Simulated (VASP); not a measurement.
# SbPt (P6_3/mmc) in VASP: notebook

The runs below take SbPt through single point, relaxation of cell and atoms, with PBEsol.

Program: VASP 6.6.1. These are calculated values, not measurements. Logs are shortened: lines on timing, memory, paths and dates and some standing lists are left out, and cuts for length are marked.

## 1. The cell of the first run

It takes space group P6_3/mmc (No. 194, hexagonal). Conventional cell: a = 4.128 Å, b = 4.128 Å, c = 5.434 Å, α = 90.00°, β = 90.00°, γ = 120.00°. Within 3.7 Å of Sb (site symmetry -6m2) lie 6 Pt at 2.74 Å and 6 Sb at 3.61 Å. Within 3.6 Å of Pt (site symmetry -3m) lie 2 Pt at 2.72 Å and 6 Sb at 2.74 Å.

## 2. Single point, PBEsol

Input file INCAR:

```
ALGO = Fast ; EDIFF = 1E-6
ENCUT = 520 ; GGA = PS
ISIF = 2 ; ISMEAR = 0
LASPH = T ; LCHARG = F
LREAL = F ; LWAVE = F
NBANDS = 23 ; NELM = 100
PREC = Accurate ; SIGMA = 0.1
```

Input file KPOINTS:

```
k-points
0
Gamma
  12 12 8
```

Input file POSCAR:

```
SbPt
1.0
    4.1282625100      0.0000000000      0.0000000000
   -2.0641312550      3.5751802071      0.0000000000
    0.0000000000      0.0000000000      5.4336498253
Sb Pt
2 2
Direct
    0.3333333333      0.6666666667      0.2500000000
    0.6666666667      0.3333333333      0.7500000000
    0.0000000000      0.0000000000      0.0000000000
    0.0000000000      0.0000000000      0.5000000000
```

Potentials or basis: VASP PAW PBE potentials, release 64 (Sb, Pt).

On the command line:

```sh
> cat potpaw_PBE.64/Sb/POTCAR potpaw_PBE.64/Pt/POTCAR > POTCAR
> mpirun -np 1 vasp_std > vasp.out
```

OUTCAR:

```text
EDIFF = 1E-6
   ENCUT = 520
   GGA = PS
   ISIF = 2
   ISMEAR = 0
   LASPH = T
   LREAL = F
   NELM = 100
   PREC = Accurate

 ion  position               nearest neighbor table
   1  0.333  0.667  0.250-   3 2.74   4 2.74   3 2.74   4 2.74   3 2.74   4 2.74   2 3.61   2 3.61
                             2 3.61   2 3.61   2 3.61   2 3.61
   2  0.667  0.333  0.750-   3 2.74   4 2.74   3 2.74   4 2.74   3 2.74   4 2.74   1 3.61   1 3.61
                             1 3.61   1 3.61   1 3.61   1 3.61
   3  0.000  0.000  0.000-   4 2.72   4 2.72   1 2.74   2 2.74   1 2.74   2 2.74   2 2.74   1 2.74

   4  0.000  0.000  0.500-   3 2.72   3 2.72   1 2.74   2 2.74   1 2.74   2 2.74   2 2.74   1 2.74

  LATTYP: Found a hexagonal cell.
 ALAT       =     4.1282625100
 C/A-ratio  =     1.3162074389

  Lattice vectors:

 A1 = (   4.1282625100,   0.0000000000,   0.0000000000)
 A2 = (  -2.0641312550,   3.5751802071,   0.0000000000)
 A3 = (   0.0000000000,   0.0000000000,   5.4336498253)

Analysis of symmetry for initial positions (statically):
=====================================================================
 Subroutine PRICEL returns:
 Original cell was already a primitive cell.

 Routine SETGRP: Setting up the symmetry group for a
 hexagonal supercell.

 Subroutine GETGRP returns: Found 24 space group operations
 (whereof 12 operations were pure point group operations)
 out of a pool of 24 trial point group operations.

The static configuration has the point symmetry D_3d.
 The point group associated with its full space group is D_6h.

Analysis of symmetry for dynamics (positions and initial velocities):
=====================================================================
 Subroutine PRICEL returns:
 Original cell was already a primitive cell.

 Routine SETGRP: Setting up the symmetry group for a
 hexagonal supercell.

 Subroutine GETGRP returns: Found 24 space group operations
 (whereof 12 operations were pure point group operations)
 out of a pool of 24 trial point group operations.

The dynamic configuration has the point symmetry D_3d.
 The point group associated with its full space group is D_6h.

 Subroutine INISYM returns: Found 24 space group operations
 (whereof 12 operations are pure point group operations),
 and found     1 'primitive' translations

[... 98 lines left out ...]
   EDIFF  = 0.1E-05   stopping-criterion for ELM
   LREAL  =      F    real-space projection
   EDIFFG = 0.1E-04   stopping-criterion for IOM
   NSW    =      0    number of steps for IOM
   IBRION =     -1    ionic relax: 0-MD 1-quasi-New 2-CG
   NFREE  =      0    steps in history (QN), initial steepest desc. (CG)
   ISIF   =      2    stress and relaxation
   ISYM   =      2    0-nonsym 1-usesym 2-fastsym
   POTIM  = 0.5000    time-step for ionic-motion
   TEBEG  =    0.0;   TEEND  =   0.0 temperature during run
   PSTRESS=    0.0 pullay stress
   NELECT =      30.0000    total number of electrons
   NUPDOWN=      -1.0000    fix difference up-down
   EMIN   =  10.00;   EMAX   =-10.00  energy-range for DOS
   EFERMI =   0.00;   METHOD = LEGACY
   ISMEAR =     0;   SIGMA  =   0.10  broadening in eV -4-tet -1-fermi 0-gaus
   EFERMI_NEDOS =   21; number of points for ismear=-14 and -15
   IALGO  =     68    algorithm
   IMIX   =      4    mixing-type and parameters
     AMIX     =   0.40;   BMIX     =  1.00
     AMIX_MAG =   1.60;   BMIX_MAG =  1.00
  volume/ion in A,a.u.               =      20.05       135.30
  Fermi-wavevector in a.u.,A,eV,Ry     =   1.179586  2.229094 18.931462  1.391423
  Thomas-Fermi vector in A             =   2.315894
   LORBIT       =      0    0 simple, 1 ext, 2 COOP (PROOUT), +10 PAW based schemes
   GGA     = PS    functional components
   LHFCALC =     F    Hartree Fock is set to
   AEXX    =    0.0000 exact exchange contribution
   IVDW    =     0    specifies the selected vdW correction
   LEPSILON=     F    determine dielectric tensor
   LRPA    =     F    only Hartree local field effects (RPA)
 non-spin polarized calculation
 RMM-DIIS sequential band-by-band and
 Gauss-broadening in eV      SIGMA  =   0.10
  energy-cutoff  :      520.00
  volume of cell :       80.20
 maximum number of plane-waves:      2199
 NGX is ok and might be reduce to    32
   NGX = 15   NGY = 15   NGZ = 21

 number of electron      29.9999995 magnetization

 Free energy of the ion-electron system (eV)
  ---------------------------------------------------
  ext. energy  EPLUGINS =         0.00000000
  ---------------------------------------------------
  free energy    TOTEN  =       -24.72425456 eV

  energy without entropy =      -24.71632892  energy(sigma->0) =      -24.72029174

 E-fermi :  10.2100     XC(G=0): -11.6425

 val. band max:       10.1999827372   @ k =   0.3333   0.0000   0.3750
 cond. band min:      10.2514304196   @ k =   0.2500  -0.0000   0.0000
 fundamental gap:      0.0514476824
 Fermi energy:        10.2100443276

 k-point     1 :       0.0000    0.0000    0.0000
  band No.  band energies     occupation
      1      -2.8739      2.00000
      2       1.1781      2.00000
      3       3.0762      2.00000
      4       4.0547      2.00000
      5       4.0547      2.00000
      6       4.1006      2.00000
[... 613 lines left out ...]
     22      16.8207      0.00000
     23      17.7400      0.00000

 [... further k-points ...]

------------------------ aborting loop because EDIFF is reached ----------------------------------------

  FORCE on cell =-STRESS in cart. coord.  units (eV):
  Direction    XX          YY          ZZ          XY          YZ          ZX
  --------------------------------------------------------------------------------------
  -------------------------------------------------------------------------------------
  Total        1.9233477      1.9233477      1.8928582     -0.0000000      0.0000000      0.0000000
  in kB       38.4247902     38.4247902     37.8156687     -0.0000000      0.0000000      0.0000000
  external PRESSURE =      38.2217497 kB  Pullay stress =       0.0000000 kB

 VOLUME and BASIS-vectors are now :
 -----------------------------------------------------------------------------
  energy-cutoff  :      520.00
  volume of cell :       80.20
      direct lattice vectors                 reciprocal lattice vectors
     4.128262510  0.000000000  0.000000000     0.242232658  0.139853090  0.000000000
    -2.064131255  3.575180207  0.000000000     0.000000000  0.279706180  0.000000000
     0.000000000  0.000000000  5.433649825     0.000000000  0.000000000  0.184038360

 POSITION                                       TOTAL-FORCE (eV/Angst)
 -----------------------------------------------------------------------------------
     -0.00000      2.38345      1.35841        -0.000000     -0.000000      0.000000
      2.06413      1.19173      4.07524         0.000000      0.000000      0.000000
      0.00000      0.00000      0.00000        -0.000000     -0.000000      0.000000
      0.00000      0.00000      2.71682        -0.000000     -0.000000      0.000000
 -----------------------------------------------------------------------------------
    total drift:                               -0.000000      0.000000     -0.000000

  FREE ENERGIE OF THE ION-ELECTRON SYSTEM (eV)
  ---------------------------------------------------
  free  energy   TOTEN  =       -24.7242545597 eV

  energy  without entropy=      -24.7163289206  energy(sigma->0) =      -24.72029174
```

Run time: 4 min. Hardware: 1 thread of Oxide Virtual Turin-like, shared host; peak memory 0.27 GiB.

Results:

* Free energy: -24.7243 eV
* Pressure: 3.8 GPa
* Band gap on the k mesh: zero (bands 15 and 16 overlap by 4.19 eV)

Caveat: the cell stands under pressure; the PAW data sets were made with another functional, which shifts forces and pressure a little; spin-orbit coupling is left out, which moves the levels of the heavy elements.

## 3. Single point, PBEsol

This run uses another cell than the first one, of 20.45 Å³/atom.

Input file INCAR:

```
SYSTEM = SbPt
ALGO = Fast ; EDIFF = 1E-6
ENCUT = 520 ; GGA = PS
ISIF = 2 ; ISMEAR = 0
LASPH = .TRUE. ; LCHARG = .TRUE.
LELF = .TRUE. ; LREAL = .FALSE.
LVHAR = .TRUE. ; LWAVE = .FALSE.
NBANDS = 23 ; NELM = 100
PREC = Accurate ; SIGMA = 0.1
```

Input file KPOINTS:

```
k-points
0
G
  12 12 8
  0 0 0
```

Input file POSCAR:

```
SbPt
1.0
    4.1597061293      0.0000000000      0.0000000000
   -2.0798530646      3.6024111802      0.0000000000
    0.0000000000      0.0000000000      5.4593384378
Sb Pt
2 2
Direct
    0.3333333333      0.6666666667      0.2500000000
    0.6666666667      0.3333333333      0.7500000000
    0.0000000000      0.0000000000      0.0000000000
    0.0000000000      0.0000000000      0.5000000000
```

Potentials or basis: VASP PAW PBE potentials, release 64 (Sb, Pt).

On the command line:

```sh
> cat potpaw_PBE.64/Sb/POTCAR potpaw_PBE.64/Pt/POTCAR > POTCAR
> mpirun -np 1 vasp_std > vasp.out
```

Run time: 2.9 min. Hardware: 1 thread of Oxide Virtual Turin-like, shared host; peak memory 0.27 GiB.

It converged, with:

- Free energy: -24.7475 eV
- Pressure: 0.8 GPa
- Band gap on the k mesh: zero (bands 15 and 16 overlap by 4.09 eV)

Levels at points of the mesh, in eV from the Fermi level:
```
           k point  band 13  band 14  band 15  band 16  band 17  band 18
(0.00, 0.00, 0.00)    -0.12    -0.12     0.82     2.32     2.35     3.54
(0.50, 0.00, 0.00)    -2.70    -2.25    -2.08    -0.67     1.97     4.19
(0.00, 0.00, 0.50)    -1.21    -1.21     2.33     2.33     2.33     2.33
(0.50, 0.00, 0.50)    -3.07    -3.07     0.34     0.34     1.69     1.69
```

Caveat: the PAW data sets were made with another functional, which shifts forces and pressure a little; spin-orbit coupling is left out, which moves the levels of the heavy elements.

## 4. Single point, PBEsol

This run uses another cell than the first one, of 20.74 Å³/atom.

Input file INCAR:

```
SYSTEM = SbPt
PREC = Accurate
ENCUT = 520
EDIFF = 1E-6
ISMEAR = 0
SIGMA = 0.1
LREAL = .FALSE.
LASPH = .TRUE.
NELM = 100
ALGO = Fast
ISIF = 2
LWAVE = .FALSE.
LCHARG = .FALSE.
GGA = PS
NBANDS = 23
```

Input file KPOINTS:

```
Automatic mesh
0
G
  12 12 8
  0 0 0
```

Input file POSCAR:

```
SbPt
1.0
    4.1819133201      0.0000000000      0.0000000000
   -2.0909566601      3.6216431716      0.0000000000
    0.0000000000      0.0000000000      5.4785867835
Sb Pt
2 2
Direct
    0.3333333333      0.6666666667      0.2500000000
    0.6666666667      0.3333333333      0.7500000000
    0.0000000000      0.0000000000      0.0000000000
    0.0000000000      0.0000000000      0.5000000000
```

On the command line:

```sh
> cat potpaw_PBE.64/Sb/POTCAR potpaw_PBE.64/Pt/POTCAR > POTCAR
> mpirun -np 1 vasp_std > vasp.out
```

It took 3 min on 1 thread of Oxide Virtual Turin-like, shared host; peak memory 0.28 GiB.

Results (log left out):

```yaml
Free_energy: -24.7461 eV
Pressure: -1.2 GPa
Band_gap_on_the_k_mesh: zero (bands 15 and 16 overlap by 4.01 eV)
```

Levels at points of the mesh, in eV from the Fermi level:
| k point | band 12 | band 13 | band 14 | band 15 | band 16 | band 17 | band 18 | band 19 |
| --- | --- | --- | --- | --- | --- | --- | --- | --- |
| (0.00, 0.00, 0.00) | -2.04 | -0.10 | -0.10 | 0.82 | 2.33 | 2.34 | 3.45 | 3.48 |
| (0.50, 0.00, 0.00) | -2.90 | -2.64 | -2.19 | -2.02 | -0.70 | 1.95 | 4.17 | 4.28 |
| (0.00, 0.00, 0.50) | -3.54 | -1.21 | -1.21 | 2.30 | 2.30 | 2.30 | 2.30 | 5.19 |
| (0.50, 0.00, 0.50) | -3.13 | -2.99 | -2.99 | 0.36 | 0.36 | 1.65 | 1.65 | 3.96 |

Caveat: the PAW data sets were made with another functional, which shifts forces and pressure a little; spin-orbit coupling is left out, which moves the levels of the heavy elements.

## 5. Relaxation of cell and atoms, PBEsol, target pressure 90 GPa, at which the enthalpy is minimised

This run uses another cell than the first one, of 15.42 Å³/atom.

Input file INCAR:

```
  PREC = Accurate
  ENCUT = 600
  EDIFF = 1E-6
  ISMEAR = 0
  SIGMA = 0.1
  LREAL = F
  LASPH = T
  NELM = 100
  ALGO = Fast
  ISIF = 3
  LWAVE = F
  LCHARG = F
  GGA = PS
  IBRION = 2
  NSW = 70
  EDIFFG = -0.008
  PSTRESS = 900.0
```

Input file KPOINTS:

```
regular mesh
0
Gamma
  12 12 8
```

Input file POSCAR:

```
SbPt
1.0
    3.7486135571      0.0000000000      0.0000000000
   -1.8743067785      3.2463945694      0.0000000000
    0.0000000000      0.0000000000      5.0683229875
Sb Pt
2 2
Direct
    0.3333333333      0.6666666667      0.2500000000
    0.6666666667      0.3333333333      0.7500000000
    0.0000000000      0.0000000000      0.0000000000
    0.0000000000      0.0000000000      0.5000000000
```

On the command line:

```sh
> cat potpaw_PBE.64/Sb/POTCAR potpaw_PBE.64/Pt/POTCAR > POTCAR
> mpirun -np 1 vasp_std > vasp.out
```

Run time: 10 min. Hardware: 1 thread of Oxide Virtual Turin-like, shared host; peak memory 0.25 GiB.

The run converged. Its results:

| Quantity | Value |
| --- | --- |
| Free energy | -20.3439 eV |
| Relaxed volume | 15.28 Å³/atom |
| Relaxed cell | a = 3.722 Å, b = 3.722 Å, c = 5.092 Å, α = 90.00°, β = 90.00°, γ = 120.00° |
| Space group after relaxing (to 0.1 Å) | P6_3/mmc (No. 194) |
| Energy change on relaxing (the run minimises the enthalpy) | +78.3 meV/atom |
| Ionic steps | 6 |
| Pressure after relaxing | 90.0 GPa |
| Band gap on the k mesh | zero (bands 15 and 16 overlap by 5.88 eV) |

Step by step:
```tsv
step	energy change (eV)	largest force (eV/Å)	pressure (GPa)	volume (Å³)
1	0.0000	0.0000	85.28	61.68
2	2.5630	0.0000	124.23	57.71
3	0.3103	0.0000	90.11	61.11
4	0.3199	0.0000	90.27	61.09
5	0.3133	0.0000	90.03	61.10
6	0.3131	0.0000	90.02	61.10
```

Final structure:
```
Sb Pt
1.0
     3.72245    0.00000    0.00000
    -1.86123    3.22374    0.00000
     0.00000    0.00000    5.09159
Sb Pt
2 2
Direct
  0.33333 0.66667 0.25000
  0.66667 0.33333 0.75000
  0.00000 0.00000 0.00000
  0.00000 0.00000 0.50000
```

Levels at points of the mesh, in eV from the Fermi level:
```
           k point  band 11  band 12  band 13  band 14  band 15  band 16  band 17  band 18  band 19
(0.00, 0.00, 0.00)    -3.66    -3.66    -0.38    -0.38     0.71     1.77     2.47     4.90     4.90
(0.50, 0.00, 0.00)    -4.85    -4.40    -4.14    -3.96    -3.58     0.35     2.25     4.18     4.53
(0.00, 0.00, 0.50)    -5.82    -5.82    -1.22    -1.22     3.00     3.00     3.00     3.00     4.17
(0.50, 0.00, 0.50)    -5.09    -5.09    -4.82    -4.82    -0.05    -0.05     2.80     2.80     4.10
```

Caveat: the cell is relaxed towards a set pressure, so the run minimises the enthalpy, not the energy; the PAW data sets were made with another functional, which shifts forces and pressure a little; spin-orbit coupling is left out, which moves the levels of the heavy elements.

## 6. Summary

```tsv
task	cell	cutoff (eV)	gap on the mesh (eV)	pressure (GPa)
single point	a = 4.128, b = 4.128, c = 5.434 Å, angles 90.0, 90.0, 120.0°, 4 atoms	520	none	3.8
single point	a = 4.160, b = 4.160, c = 5.459 Å, angles 90.0, 90.0, 120.0°, 4 atoms	520	none	0.8
single point	a = 4.182, b = 4.182, c = 5.479 Å, angles 90.0, 90.0, 120.0°, 4 atoms	520	none	-1.2
relaxation of cell and atoms	relaxed to 90 GPa from a = 3.749, b = 3.749, c = 5.068 Å, angles 90.0, 90.0, 120.0°, 4 atoms	600	none	90.0
```

Alike in all rows: level PBEsol; potentials or basis VASP PAW PBE potentials, release 64 (Sb, Pt); no spin polarisation; k mesh 12 × 12 × 8; smearing gaussian 0.1 eV.

Caveats: the PAW data sets were made with another functional, which shifts forces and pressure a little; spin-orbit coupling is left out, which moves the levels of the heavy elements; the cell stands under pressure (at least some runs); the cell is relaxed towards a set pressure, so the run minimises the enthalpy, not the energy (at least some runs).

Total energies depend on the potentials used, so only differences within one code and one set of settings carry meaning.

The gap in the log of VASP goes by the Fermi energy; the results here count the filled bands.